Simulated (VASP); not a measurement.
# Dy3GaS2 (P2/m) in VASP: single point with PBE

Aim: the single point of Dy3GaS2 with PBE.

All numbers are computed with VASP 6.6.1; they aren't measurements. Logs are shortened: lines on timing, memory, paths and dates and some standing lists are left out, and cuts for length are marked.

## Step 1: The cell of the first run

The structure is monoclinic, space group P2/m (No. 10). The conventional cell has a = 5.047 Å, b = 6.271 Å, c = 5.084 Å, α = 90.00°, β = 109.51°, γ = 90.00°. Dy (site symmetry 2/m) has 2 S at 2.54 Å and 2 Ga at 3.14 Å and 4 Dy at 3.34 Å within 3.4 Å. Dy (site symmetry 2) has 4 S at 2.97 to 2.99 Å and 4 Dy at 3.06 to 3.34 Å and 2 Ga at 3.30 Å within 3.9 Å. Within 3.3 Å of Ga (site symmetry 2/m) lie 2 S at 2.52 Å and 6 Dy at 3.14 to 3.30 Å. S (site symmetry 2/m) has 2 Ga at 2.52 Å and 4 Dy at 2.97 Å within 3.3 Å. S (site symmetry 2/m) has 6 Dy at 2.54 to 2.99 Å within 3.4 Å.

The cell was generated, and may not be a known phase.

## Step 2: Single point, PBE

Input file INCAR:

```
ALGO = Normal
EDIFF = 1E-6
ENCUT = 500
GGA = PE
GGA_COMPAT = F
ISIF = 2
ISMEAR = 0
LASPH = T
LCHARG = T
LELF = T
LMAXMIX = 6
LREAL = F
LVHAR = T
LWAVE = F
NBANDS = 35
NELM = 200
PREC = Accurate
SIGMA = 0.2
```

Input file KPOINTS:

```
k-points
0
Gamma
  4 2 4
```

Input file POSCAR:

```
Dy3GaS2
1.0
    5.0628984229      0.0000000000     -0.4680940541
    0.0000000000      6.2713207194      0.0000000000
   -2.9460515419      0.0000000000      5.0500234477
Dy Ga S
3 1 2
Direct
    0.5000000000      0.5000000000      0.0000000000
    0.5000000000      0.7560111086      0.5000000000
    0.5000000000      0.2439888914      0.5000000000
    0.5000000000      0.0000000000      0.0000000000
    0.0000000000      0.0000000000      0.5000000000
    0.0000000000      0.5000000000      0.0000000000
```

Potentials or basis: VASP PAW PBE potentials, release 64 (Dy_3, Ga_d, S), 4f in core.

Started as:

```sh
$ cat potpaw_PBE.64/Dy_3/POTCAR potpaw_PBE.64/Ga_d/POTCAR potpaw_PBE.64/S/POTCAR > POTCAR
$ mpirun -np 1 vasp_std > vasp.out
```

OUTCAR:

```text
EDIFF = 1E-6
   ENCUT = 500
   GGA = PE
   ISIF = 2
   ISMEAR = 0
   LASPH = T
   LREAL = F
   NELM = 200
   PREC = Accurate

 ion  position               nearest neighbor table
   1  0.500  0.500  0.000-   6 2.54   6 2.54   4 3.14   4 3.14   2 3.34   3 3.34   2 3.34   3 3.34

   2  0.500  0.756  0.500-   5 2.97   5 2.97   6 2.99   6 2.99   3 3.06   3 3.21   4 3.30   4 3.30
                             1 3.34   1 3.34
   3  0.500  0.244  0.500-   5 2.97   5 2.97   6 2.99   6 2.99   2 3.06   2 3.21   4 3.30   4 3.30
                             1 3.34   1 3.34
   4  0.500  0.000  0.000-   5 2.52   5 2.52   1 3.14   1 3.14   2 3.30   3 3.30   3 3.30   2 3.30

   5  0.000  0.000  0.500-   4 2.52   4 2.52   2 2.97   2 2.97   3 2.97   3 2.97
   6  0.000  0.500  0.000-   1 2.54   1 2.54   3 2.99   2 2.99   2 2.99   3 2.99

  LATTYP: Found a simple monoclinic cell.
 ALAT       =     5.0472881516
 B/A-ratio  =     1.2425129160
 C/A-ratio  =     1.0073709320
 COS(beta)  =    -0.3340467817

  Lattice vectors:

 A1 = (   2.1168468810,   0.0000000000,   4.5819293936)
 A2 = (   0.0000000000,   6.2713207194,   0.0000000000)
 A3 = (  -5.0628984229,   0.0000000000,   0.4680940541)

Analysis of symmetry for initial positions (statically):
=====================================================================
 Subroutine PRICEL returns:
 Original cell was already a primitive cell.

 Routine SETGRP: Setting up the symmetry group for a
 simple monoclinic supercell.

 Subroutine GETGRP returns: Found  4 space group operations
 (whereof  4 operations were pure point group operations)
 out of a pool of  4 trial point group operations.

The static configuration has the point symmetry C_2h.

Analysis of symmetry for dynamics (positions and initial velocities):
=====================================================================
 Subroutine PRICEL returns:
 Original cell was already a primitive cell.

 Routine SETGRP: Setting up the symmetry group for a
 simple monoclinic supercell.

 Subroutine GETGRP returns: Found  4 space group operations
 (whereof  4 operations were pure point group operations)
 out of a pool of  4 trial point group operations.

The dynamic configuration has the point symmetry C_2h.

 Subroutine INISYM returns: Found  4 space group operations
 (whereof  4 operations are pure point group operations),
 and found     1 'primitive' translations

[... 97 lines left out ...]
   EDIFF  = 0.1E-05   stopping-criterion for ELM
   LREAL  =      F    real-space projection
   EDIFFG = 0.1E-04   stopping-criterion for IOM
   NSW    =      0    number of steps for IOM
   IBRION =     -1    ionic relax: 0-MD 1-quasi-New 2-CG
   NFREE  =      0    steps in history (QN), initial steepest desc. (CG)
   ISIF   =      2    stress and relaxation
   ISYM   =      2    0-nonsym 1-usesym 2-fastsym
   POTIM  = 0.5000    time-step for ionic-motion
   TEBEG  =    0.0;   TEEND  =   0.0 temperature during run
   PSTRESS=    0.0 pullay stress
   NELECT =      52.0000    total number of electrons
   NUPDOWN=      -1.0000    fix difference up-down
   EMIN   =  10.00;   EMAX   =-10.00  energy-range for DOS
   EFERMI =   0.00;   METHOD = LEGACY
   ISMEAR =     0;   SIGMA  =   0.20  broadening in eV -4-tet -1-fermi 0-gaus
   EFERMI_NEDOS =   21; number of points for ismear=-14 and -15
   IALGO  =     38    algorithm
   IMIX   =      4    mixing-type and parameters
     AMIX     =   0.40;   BMIX     =  1.00
     AMIX_MAG =   1.60;   BMIX_MAG =  1.00
  volume/ion in A,a.u.               =      25.28       170.62
  Fermi-wavevector in a.u.,A,eV,Ry     =   1.145738  2.165131 17.860576  1.312715
  Thomas-Fermi vector in A             =   2.282425
   LORBIT       =      0    0 simple, 1 ext, 2 COOP (PROOUT), +10 PAW based schemes
   GGA     = PE    functional components
   LHFCALC =     F    Hartree Fock is set to
   AEXX    =    0.0000 exact exchange contribution
   IVDW    =     0    specifies the selected vdW correction
   LEPSILON=     F    determine dielectric tensor
   LRPA    =     F    only Hartree local field effects (RPA)
 non-spin polarized calculation
 Gauss-broadening in eV      SIGMA  =   0.20
  energy-cutoff  :      500.00
  volume of cell :      151.70
 maximum number of plane-waves:      3868
 NGX is ok and might be reduce to    40
   NGX = 19   NGY = 23   NGZ = 21

 number of electron      51.9999992 magnetization

 Free energy of the ion-electron system (eV)
  ---------------------------------------------------
  ext. energy  EPLUGINS =         0.00000000
  ---------------------------------------------------
  free energy    TOTEN  =       -29.23863300 eV

  energy without entropy =      -29.16571276  energy(sigma->0) =      -29.20217288

 E-fermi :   4.1841     XC(G=0):  -9.8386

 val. band max:        4.1833174168   @ k =   0.5000   0.0000   0.5000
 cond. band min:       4.1975112249   @ k =   0.0000   0.0000   0.2500
 fundamental gap:      0.0141938080
 Fermi energy:         4.1840962404

 k-point     1 :       0.0000    0.0000    0.0000
  band No.  band energies     occupation
      1     -20.0692      2.00000
      2     -19.7125      2.00000
      3     -19.6491      2.00000
      4     -19.5068      2.00000
      5     -19.4007      2.00000
      6     -19.1623      2.00000
[... 749 lines left out ...]
     34       6.9897      0.00000
     35       7.5479      0.00000

------------------------ aborting loop because EDIFF is reached ----------------------------------------

  FORCE on cell =-STRESS in cart. coord.  units (eV):
  Direction    XX          YY          ZZ          XY          YZ          ZX
  --------------------------------------------------------------------------------------
  -------------------------------------------------------------------------------------
  Total        0.2082772      0.3290801      0.2454982      0.0000000      0.0000000     -0.2747524
  in kB        2.1997854      3.4756827      2.5929061      0.0000000      0.0000000     -2.9018842
  external PRESSURE =       2.7561248 kB  Pullay stress =       0.0000000 kB

 VOLUME and BASIS-vectors are now :
 -----------------------------------------------------------------------------
  energy-cutoff  :      500.00
  volume of cell :      151.70
      direct lattice vectors                 reciprocal lattice vectors
     5.062898423  0.000000000 -0.468094054     0.208775912  0.000000000  0.121794404
     0.000000000  6.271320719  0.000000000     0.000000000  0.159456045  0.000000000
    -2.946051542  0.000000000  5.050023448     0.019351744  0.000000000  0.209308184

 POSITION                                       TOTAL-FORCE (eV/Angst)
 -----------------------------------------------------------------------------------
      2.53145      3.13566     -0.23405         0.000000      0.000000      0.000000
      1.05842      4.74119      2.29096         0.000000      0.003750      0.000000
      1.05842      1.53013      2.29096        -0.000000     -0.003750     -0.000000
      2.53145      0.00000     -0.23405         0.000000      0.000000      0.000000
     -1.47303      0.00000      2.52501         0.000000      0.000000      0.000000
      0.00000      3.13566      0.00000         0.000000      0.000000      0.000000
 -----------------------------------------------------------------------------------
    total drift:                                0.000000      0.000000     -0.000000

  FREE ENERGIE OF THE ION-ELECTRON SYSTEM (eV)
  ---------------------------------------------------
  free  energy   TOTEN  =       -29.2386330010 eV

  energy  without entropy=      -29.1657127632  energy(sigma->0) =      -29.20217288
```

OSZICAR:

```text
N       E                     dE             d eps       ncg     rms          rms(c)
DAV:   1     0.394996687208E+03    0.39500E+03   -0.22925E+04  1416   0.154E+03
DAV:   2     0.315207782607E+02   -0.36348E+03   -0.35256E+03  1411   0.472E+02
DAV:   3    -0.259068827068E+02   -0.57428E+02   -0.55181E+02  1917   0.131E+02
DAV:   4    -0.296791356091E+02   -0.37723E+01   -0.36248E+01  1856   0.311E+01
DAV:   5    -0.298503856572E+02   -0.17125E+00   -0.17072E+00  2016   0.680E+00    0.338E+01
DAV:   6    -0.292794213874E+02    0.57096E+00   -0.13490E+00  1936   0.802E+00    0.210E+01
DAV:   7    -0.292538796120E+02    0.25542E-01   -0.92621E-01  1920   0.477E+00    0.118E+00
DAV:   8    -0.292373923304E+02    0.16487E-01   -0.11939E-01  1784   0.220E+00    0.609E-01
DAV:   9    -0.292388562545E+02   -0.14639E-02   -0.23344E-02  1856   0.639E-01    0.314E-01
DAV:  10    -0.292385140846E+02    0.34217E-03   -0.19690E-03  1832   0.219E-01    0.150E-01
DAV:  11    -0.292386306918E+02   -0.11661E-03   -0.45122E-04  1704   0.123E-01    0.258E-02
DAV:  12    -0.292386301239E+02    0.56798E-06   -0.35964E-05  1840   0.412E-02    0.213E-02
DAV:  13    -0.292386328152E+02   -0.26914E-05   -0.71248E-06  1584   0.148E-02    0.629E-03
DAV:  14    -0.292386330010E+02   -0.18573E-06   -0.11083E-06  1104   0.779E-03
   1 F= -.29238633E+02 E0= -.29202173E+02  d E =-.729202E-01
```

It took 70 s on 1 thread of AMD EPYC 9R45 (Zen 5), shared host; peak memory 0.31 GiB.

What came out:

* Free energy: -29.2386 eV
* Pressure: 0.3 GPa
* Largest force: 0.004 eV/Å
* Band gap on the k mesh: zero (bands 26 and 27 overlap by 0.67 eV)

Forces in eV/Å, atoms in the order of the input:
```
Dy   0.000  0.000  0.000
Dy   0.000  0.004  0.000
Dy   0.000 -0.004  0.000
Ga   0.000  0.000  0.000
S    0.000  0.000  0.000
S    0.000  0.000  0.000
```

Stress tensor (GPa, compression positive):
```
 0.22  0.00 -0.29
 0.00  0.35  0.00
-0.29  0.00  0.26
```

Caveat: the k points lie up to 0.50 Å⁻¹ apart, too coarse for converged energies and pressures of a metal; spin-orbit coupling is left out, which moves the levels of the heavy elements; the 4f electrons are frozen in the core, so they carry no moment and show no levels; the run has no spin polarisation, though such a crystal can be magnetic. With open d or f shells a metallic result of PBE can be an artefact of self-interaction; +U or a hybrid may open a gap.
